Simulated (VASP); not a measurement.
Set up this calculation in VASP 6.6.1, as the native input.

* Task: single point
* Functional: r2SCAN
* Potentials or basis: VASP PAW PBE potentials, release 64 (Sb, Be)
* Cutoff: 520 eV
* k mesh: 10 × 10 × 6
* Occupations: fermi-dirac, width 0.1 eV
* Spin: no spin polarisation
* Dipole correction: no
* Further INCAR settings: ALGO = Normal; EDIFF = 1e-06; NBANDS = 15

The system is BeSb.

```
Sb Be
1.0
     1.99067    3.44794    0.00000
    -1.99067    3.44794    0.00000
     0.00000    0.00000    5.59123
Sb Be
2 2
Direct
  0.33330 0.33340 0.25000
  0.66660 0.66670 0.75000
  0.00000 0.00000 0.00000
  0.00000 0.00000 0.50000
```

One way to write it, as run:

POSCAR

```
BeSb
1.0
    1.9906720000      3.4479400000      0.0000000000
   -1.9906720000      3.4479400000      0.0000000000
    0.0000000000      0.0000000000      5.5912340000
Sb Be
2 2
Direct
    0.3333000000      0.3334000000      0.2500000000
    0.6666000000      0.6667000000      0.7500000000
    0.0000000000      0.0000000000      0.0000000000
    0.0000000000      0.0000000000      0.5000000000
```

INCAR.step1

```
PREC     = Accurate       # precision mode
ENCUT    = 520            # plane-wave cutoff, eV
ISMEAR   = -1             # smearing method
SIGMA    = 0.1            # smearing width, eV
LREAL    = F              # projectors in reciprocal space
LASPH    = T              # aspherical terms in the spheres
NELM     = 100            # most SCF steps
NBANDS   = 15             # bands
GGA      = PE             # functional
ALGO     = Normal         # electronic algorithm
EDIFF    = 1E-4           # SCF threshold, eV
LWAVE    = T              # write WAVECAR
LCHARG   = F              # write CHGCAR
```

INCAR.step2

```
PREC     = Accurate       # precision mode
ENCUT    = 520            # plane-wave cutoff, eV
EDIFF    = 1E-6           # SCF threshold, eV
ISMEAR   = -1             # smearing method
SIGMA    = 0.1            # smearing width, eV
LREAL    = F              # projectors in reciprocal space
LASPH    = T              # aspherical terms in the spheres
NELM     = 100            # most SCF steps
ALGO     = Normal         # electronic algorithm
ISIF     = 2              # what is computed and relaxed
LWAVE    = F              # write WAVECAR
LCHARG   = F              # write CHGCAR
METAGGA  = R2SCAN         # meta-GGA
LMIXTAU  = T            
NBANDS   = 15             # bands
ISTART   = 1
```

KPOINTS

```
Automatic mesh
0
Gamma
  10 10 6
```

Potentials or basis: VASP PAW PBE potentials, release 64 (Sb, Be).

Command:

```sh
$ cat potpaw_PBE.64/Sb/POTCAR potpaw_PBE.64/Be/POTCAR > POTCAR
$ cp INCAR.step1 INCAR
$ mpirun -np 1 vasp_std > vasp.out
$ cp INCAR.step2 INCAR
$ mpirun -np 1 vasp_std > vasp.out
```

It gave:

```yaml
Pressure: -3.2 GPa
Band_gap_on_the_k_mesh: zero (bands 7 and 8 overlap by 3.88 eV)
```

Caveat: the stress differs along the axes, from -8 to -1 GPa; the PAW data sets were made with another functional, which shifts forces and pressure a little; spin-orbit coupling is left out, which moves the levels of the heavy elements.

Wall time 6.6 min on 1 thread of Intel(R) Xeon(R) Platinum 8259CL CPU @ 2.50GHz (Skylake/Cascade Lake), with other jobs on the host, peak memory 0.29 GiB.
